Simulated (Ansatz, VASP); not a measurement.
# TiIn2H6 in VASP and in Ansatz

```xyz
9
Lattice="0.0000 3.5924 3.5924 3.5924 0.0000 3.5924 3.5924 3.5924 0.0000" Properties=species:S:1:pos:R:3 pbc="T T T"
Ti    0.0000    0.0000    0.0000
In    1.7962    1.7962    1.7962
In    5.3887    5.3887    5.3887
H     1.8187    3.5924    3.5924
H     3.5924    1.8187    3.5924
H     3.5924    3.5924    1.8187
H     5.3662    3.5924    3.5924
H     3.5924    5.3662    3.5924
H     3.5924    3.5924    5.3662
```

Alike in both runs: functional PBE; k mesh 10 × 10 × 10; occupations gaussian, width 0.1 eV; no spin polarisation.

Ansatz relaxed the structure, and its values are those at the end. VASP's run is a single point on that final structure, the one shown.

|  | VASP | Ansatz |
| --- | --- | --- |
| version | VASP 6.6.1 | Ansatz 0.2.0 |
| potentials or method | VASP PAW PBE potentials, release 64 (Ti_sv, In_d, H), cutoff 520 eV | scalar-relativistic, plane waves, PAW |
| valence electrons in the cell | 44 | 44 |

Ansatz gave:

```
gap on the k mesh at the Fermi level (eV) : none
pressure (GPa)                            : 0.0
```

Problem. Estimate VASP's values.

Solution. gap on the k mesh at the Fermi level (eV): none; pressure (GPa): -0.1.

A gap of «none» marks a metal or a gap that the smearing closes.
